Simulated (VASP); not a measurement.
# Pt (P6_3/mmc) in VASP: notebook, part 3 of 3

VASP 6.6.1. The steps go on from the part before.

### Step 4. Single point, PBE

This run uses another cell than the first one, of 16.80 Å³/atom, 1.080 times its volume.

Input file INCAR:

```
SYSTEM = Pt
  ALGO = Normal
  EDIFF = 1E-6
  ENCUT = 520
  GGA = PE
  ISIF = 2
  ISMEAR = 0
  LASPH = .True.
  LCHARG = .False.
  LREAL = .False.
  LWAVE = .False.
  NBANDS = 17
  NELM = 80
  PREC = Accurate
  SIGMA = 0.15
```

Input file KPOINTS:

```
k-points
0
Gamma
  18 18 10
  0 0 0
```

Input file POSCAR:

```
Pt
1.0
    2.9034000000      0.0000000000      0.0000000000
   -1.4517000000      2.5144181573      0.0000000000
    0.0000000000      0.0000000000      4.6021000000
Pt
2
Direct
    0.6666666667      0.3333333333      0.7500000000
    0.3333333333      0.6666666667      0.2500000000
```

Potentials or basis: VASP PAW PBE potentials, release 64 (Pt).

The run is started by

```
cat potpaw_PBE.64/Pt/POTCAR > POTCAR
mpirun -np 1 vasp_std > vasp.out
```

OUTCAR:

```text
SYSTEM = Pt
   EDIFF = 1E-6
   ENCUT = 520
   GGA = PE
   ISIF = 2
   ISMEAR = 0
   LASPH = .True.
   LREAL = .False.
   NELM = 80
   PREC = Accurate

 ion  position               nearest neighbor table
   1  0.667  0.333  0.750-   2 2.85   2 2.85   2 2.85   2 2.85   2 2.85   2 2.85
   2  0.333  0.667  0.250-   1 2.85   1 2.85   1 2.85   1 2.85   1 2.85   1 2.85

  LATTYP: Found a hexagonal cell.
 ALAT       =     2.9034000000
 C/A-ratio  =     1.5850726734

  Lattice vectors:

 A1 = (   2.9034000000,   0.0000000000,   0.0000000000)
 A2 = (  -1.4517000000,   2.5144181573,   0.0000000000)
 A3 = (   0.0000000000,   0.0000000000,   4.6021000000)

Analysis of symmetry for initial positions (statically):
=====================================================================
 Subroutine PRICEL returns:
 Original cell was already a primitive cell.

 Routine SETGRP: Setting up the symmetry group for a
 hexagonal supercell.

 Subroutine GETGRP returns: Found 24 space group operations
 (whereof 12 operations were pure point group operations)
 out of a pool of 24 trial point group operations.

The static configuration has the point symmetry D_3d.
 The point group associated with its full space group is D_6h.

Analysis of symmetry for dynamics (positions and initial velocities):
=====================================================================
 Subroutine PRICEL returns:
 Original cell was already a primitive cell.

 Routine SETGRP: Setting up the symmetry group for a
 hexagonal supercell.

 Subroutine GETGRP returns: Found 24 space group operations
 (whereof 12 operations were pure point group operations)
 out of a pool of 24 trial point group operations.

The dynamic configuration has the point symmetry D_3d.
 The point group associated with its full space group is D_6h.

 Subroutine INISYM returns: Found 24 space group operations
 (whereof 12 operations are pure point group operations),
 and found     1 'primitive' translations

[... 110 lines left out ...]
   EFERMI_NEDOS =   21; number of points for ismear=-14 and -15
   IALGO  =     38    algorithm
   IMIX   =      4    mixing-type and parameters
     AMIX     =   0.40;   BMIX     =  1.00
     AMIX_MAG =   1.60;   BMIX_MAG =  1.00
  volume/ion in A,a.u.               =      16.80       113.36
  Fermi-wavevector in a.u.,A,eV,Ry     =   1.377161  2.602457 25.804431  1.896572
  Thomas-Fermi vector in A             =   2.502340
   LORBIT       =      0    0 simple, 1 ext, 2 COOP (PROOUT), +10 PAW based schemes
   GGA     = PE    functional components
   LHFCALC =     F    Hartree Fock is set to
   AEXX    =    0.0000 exact exchange contribution
   IVDW    =     0    specifies the selected vdW correction
   LEPSILON=     F    determine dielectric tensor
   LRPA    =     F    only Hartree local field effects (RPA)
 non-spin polarized calculation
 Gauss-broadening in eV      SIGMA  =   0.15
  energy-cutoff  :      520.00
  volume of cell :       33.60
 maximum number of plane-waves:       929
 NGX is ok and might be reduce to    24
   NGX = 11   NGY = 11   NGZ = 17

 number of electron      19.9999998 magnetization

 Free energy of the ion-electron system (eV)
  ---------------------------------------------------
  ext. energy  EPLUGINS =         0.00000000
  ---------------------------------------------------
  free energy    TOTEN  =       -11.94497000 eV

  energy without entropy =      -11.88427516  energy(sigma->0) =      -11.91462258

 E-fermi :   9.3154     XC(G=0): -12.8471

 val. band max:        9.3149810359   @ k =   0.1667   0.1667   0.1000
 cond. band min:       9.3202704702   @ k =   0.4444   0.0556   0.3000
 fundamental gap:      0.0052894343
 Fermi energy:         9.3153926721

 k-point     1 :       0.0000    0.0000    0.0000
  band No.  band energies     occupation
      1       0.2503      2.00000
      2       3.1263      2.00000
      3       6.2683      2.00000
      4       6.2683      2.00000
      5       6.3399      2.00000
      6       6.7329      2.00000
[... 457 lines left out ...]
      4       5.9144      2.00000
      5       6.2052      2.00000
      6       6.5584      2.00000
[... 9 lines left out ...]
     16      20.8474      0.00000
     17      23.1876      0.00000

 [... further k-points ...]
[... 5 lines left out ...]
  --------------------------------------------------------------------------------------
  -------------------------------------------------------------------------------------
  Total       -3.2173240     -3.2173240     -1.7697500      0.0000000      0.0000000      0.0000000
  in kB     -153.4281142   -153.4281142    -84.3960425      0.0000000      0.0000000      0.0000000
  external PRESSURE =    -130.4174236 kB  Pullay stress =       0.0000000 kB

 VOLUME and BASIS-vectors are now :
 -----------------------------------------------------------------------------
  energy-cutoff  :      520.00
  volume of cell :       33.60
      direct lattice vectors                 reciprocal lattice vectors
     2.903400000  0.000000000  0.000000000     0.344423779  0.198853162  0.000000000
    -1.451700000  2.514418157  0.000000000     0.000000000  0.397706323  0.000000000
     0.000000000  0.000000000  4.602100000     0.000000000  0.000000000  0.217292106

 POSITION                                       TOTAL-FORCE (eV/Angst)
 -----------------------------------------------------------------------------------
      1.45170      0.83814      3.45158        -0.000000      0.000000      0.000000
     -0.00000      1.67628      1.15053         0.000000     -0.000000      0.000000
 -----------------------------------------------------------------------------------
    total drift:                               -0.000000      0.000000     -0.000000

  FREE ENERGIE OF THE ION-ELECTRON SYSTEM (eV)
  ---------------------------------------------------
  free  energy   TOTEN  =       -11.9449700023 eV

  energy  without entropy=      -11.8842751590  energy(sigma->0) =      -11.91462258
```

OSZICAR:

```text
N       E                     dE             d eps       ncg     rms          rms(c)
DAV:   1     0.998014252011E+02    0.99801E+02   -0.10352E+04  7548   0.112E+03
DAV:   2    -0.108472441118E+02   -0.11065E+03   -0.10503E+03  8105   0.239E+02
DAV:   3    -0.126706166250E+02   -0.18234E+01   -0.17921E+01  9229   0.302E+01
DAV:   4    -0.126802251681E+02   -0.96085E-02   -0.96060E-02  8898   0.231E+00
DAV:   5    -0.126803260539E+02   -0.10089E-03   -0.10088E-03  9190   0.250E-01    0.136E+01
DAV:   6    -0.119999954556E+02    0.68033E+00   -0.11973E+00  7849   0.958E+00    0.731E+00
DAV:   7    -0.119501211017E+02    0.49874E-01   -0.14304E-01  9049   0.326E+00    0.304E+00
DAV:   8    -0.119452420570E+02    0.48790E-02   -0.13279E-02  8245   0.882E-01    0.646E-01
DAV:   9    -0.119449584696E+02    0.28359E-03   -0.27891E-04  8757   0.138E-01    0.274E-02
DAV:  10    -0.119449702035E+02   -0.11734E-04   -0.74890E-06  9394   0.212E-02    0.119E-02
DAV:  11    -0.119449700023E+02    0.20121E-06   -0.17141E-07  4922   0.327E-03
   1 F= -.11944970E+02 E0= -.11914623E+02  d E =-.606948E-01
```

stdout:

```text
POSCAR found type information on POSCAR Pt
 POSCAR found :  1 types and       2 ions
 scaLAPACK will be used
 LDA part: xc-table for (Slater+PW92), standard interpolation
 POSCAR, INCAR and KPOINTS ok, starting setup
 FFT: planning ... GRIDC
 FFT: planning ... GRID_SOFT
 FFT: planning ... GRID
 WAVECAR not read
 entering main loop
```

Run time: 46 s. Hardware: 1 thread of Intel Xeon Platinum 8375C at 2.90GHz (Ice Lake), shared host; peak memory 0.23 GiB.

What came out:

```
Free energy            : -11.9450 eV
Pressure               : -13.0 GPa
Band gap on the k mesh : zero (band 10 reaches 9.54 eV, above the bottom of band 11 at 8.52 eV)
```

Stress tensor (GPa, compression positive):
```
-15.34   0.00   0.00
  0.00 -15.34   0.00
  0.00   0.00  -8.44
```

Caveat: spin-orbit coupling is left out, which moves the levels of the heavy elements.

### Step 5. Single point, PBE

This run uses another cell than the first one, of 16.92 Å³/atom, 1.088 times its volume.

Input file INCAR:

```
SYSTEM = Pt
  ALGO = Normal
  EDIFF = 1E-6
  ENCUT = 520
  GGA = PE
  ISIF = 2
  ISMEAR = 0
  LASPH = .TRUE.
  LCHARG = .TRUE.
  LELF = .TRUE.
  LREAL = .FALSE.
  LVHAR = .TRUE.
  LWAVE = .FALSE.
  NBANDS = 17
  NELM = 100
  PREC = Accurate
  SIGMA = 0.15
```

Input file KPOINTS:

```
k-points
0
G
  18 18 10
  0 0 0
```

Input file POSCAR:

```
Pt
1.0
    2.8068000000      0.0000000000      0.0000000000
   -1.4034000000      2.4307601033      0.0000000000
    0.0000000000      0.0000000000      4.9607000000
Pt
2
Direct
    0.6666666667      0.3333333333      0.7500000000
    0.3333333333      0.6666666667      0.2500000000
```

The run is started by

```
cat potpaw_PBE.64/Pt/POTCAR > POTCAR
mpirun -np 1 vasp_std > vasp.out
```

Run time: 50 s. Hardware: 1 thread of Intel Xeon Platinum 8375C at 2.90GHz (Ice Lake), shared host; peak memory 0.24 GiB.

Results (log left out):

| Property | Result |
| --- | --- |
| Free energy | -11.9869 eV |
| Pressure | -14.2 GPa |
| Band gap on the k mesh | zero (band 10 reaches 9.63 eV, above the bottom of band 11 at 8.47 eV) |

Stress tensor (GPa, compression positive):
```
-13.84   0.00   0.00
  0.00 -13.84   0.00
  0.00   0.00 -14.89
```

Levels at points of the mesh, in eV from the Fermi level:
```csv
k point,band 8,band 9,band 10,band 11,band 12,band 13
"(0.00, 0.00, 0.00)",-1.49,-1.49,-0.50,-0.18,-0.18,4.05
"(0.50, 0.00, 0.00)",-0.05,0.32,0.48,2.19,3.59,6.90
"(0.00, 0.00, 0.50)",-3.04,-0.68,-0.68,-0.68,-0.68,11.05
"(0.50, 0.00, 0.50)",-0.69,0.41,0.41,1.76,1.76,6.05
```

Caveat: spin-orbit coupling is left out, which moves the levels of the heavy elements.

### Step 6. Single point, PBE

This run uses another cell than the first one, of 17.02 Å³/atom, 1.094 times its volume.

Input file INCAR:

```
SYSTEM = Pt
PREC = Accurate
ENCUT = 520
EDIFF = 1E-6
ISMEAR = 0
SIGMA = 0.15
LREAL = .FALSE.
LASPH = .TRUE.
NELM = 60
ALGO = Normal
ISIF = 2
LWAVE = .FALSE.
LCHARG = .FALSE.
GGA = PE
NBANDS = 17
```

Input file KPOINTS:

```
regular mesh
0
G
  18 18 10
  0 0 0
```

Input file POSCAR:

```
Pt
1.0
    2.9034000000      0.0000000000      0.0000000000
   -1.4517000000      2.5144181573      0.0000000000
    0.0000000000      0.0000000000      4.6618000000
Pt
2
Direct
    0.6666666667      0.3333333333      0.7500000000
    0.3333333333      0.6666666667      0.2500000000
```

Potentials or basis: VASP PAW PBE potentials, release 64 (Pt).

The run is started by

```
cat potpaw_PBE.64/Pt/POTCAR > POTCAR
mpirun -np 1 vasp_std > vasp.out
```

It took 44 s on 1 thread of Intel Xeon Platinum 8375C at 2.90GHz (Ice Lake), shared host; peak memory 0.24 GiB.

Results (log left out):

| Item | Value |
| --- | --- |
| Free energy | -11.9188 eV |
| Pressure | -15.3 GPa |
| Band gap on the k mesh | zero (band 10 reaches 9.33 eV, above the bottom of band 11 at 8.32 eV) |

Stress tensor (GPa, compression positive):
```
-17.45   0.00   0.00
  0.00 -17.45   0.00
  0.00   0.00 -11.03
```

Levels at points of the mesh, in eV from the Fermi level:
| k point | band 6 | band 7 | band 8 | band 9 | band 10 | band 11 | band 12 | band 13 | band 14 | band 15 |
| --- | --- | --- | --- | --- | --- | --- | --- | --- | --- | --- |
| (0.00, 0.00, 0.00) | -2.55 | -2.55 | -2.07 | -2.07 | -0.25 | -0.25 | 0.14 | 5.15 | 14.79 | 16.86 |
| (0.50, 0.00, 0.00) | -2.51 | -2.35 | -0.07 | 0.18 | 0.21 | 1.94 | 3.12 | 7.31 | 8.97 | 9.18 |
| (0.00, 0.00, 0.50) | -3.09 | -3.09 | -3.09 | -0.77 | -0.77 | -0.77 | -0.77 | 13.00 | 13.00 | 15.21 |
| (0.50, 0.00, 0.50) | -1.84 | -0.72 | -0.72 | 0.10 | 0.10 | 1.69 | 1.69 | 5.67 | 5.67 | 14.60 |

Caveat: spin-orbit coupling is left out, which moves the levels of the heavy elements.

### Step 7. The runs side by side

```tsv
cell	gap on the mesh (eV)	pressure (GPa)
a = 2.759, b = 2.759, c = 4.722 Å, angles 90.0, 90.0, 120.0°, 2 atoms	none	2.5
a = 2.710, b = 2.710, c = 4.901 Å, angles 90.0, 90.0, 120.0°, 2 atoms	none	3.8
a = 2.903, b = 2.903, c = 4.602 Å, angles 90.0, 90.0, 120.0°, 2 atoms	none	-13.0
a = 2.807, b = 2.807, c = 4.961 Å, angles 90.0, 90.0, 120.0°, 2 atoms	none	-14.2
a = 2.903, b = 2.903, c = 4.662 Å, angles 90.0, 90.0, 120.0°, 2 atoms	none	-15.3
```

Alike in all rows: task single point; level PBE; potentials or basis VASP PAW PBE potentials, release 64 (Pt); no spin polarisation; k mesh 18 × 18 × 10; cutoff (eV) 520; smearing gaussian 0.15 eV.

Caveats: spin-orbit coupling is left out, which moves the levels of the heavy elements.

Absolute energies hang on the potentials; compare differences alone.
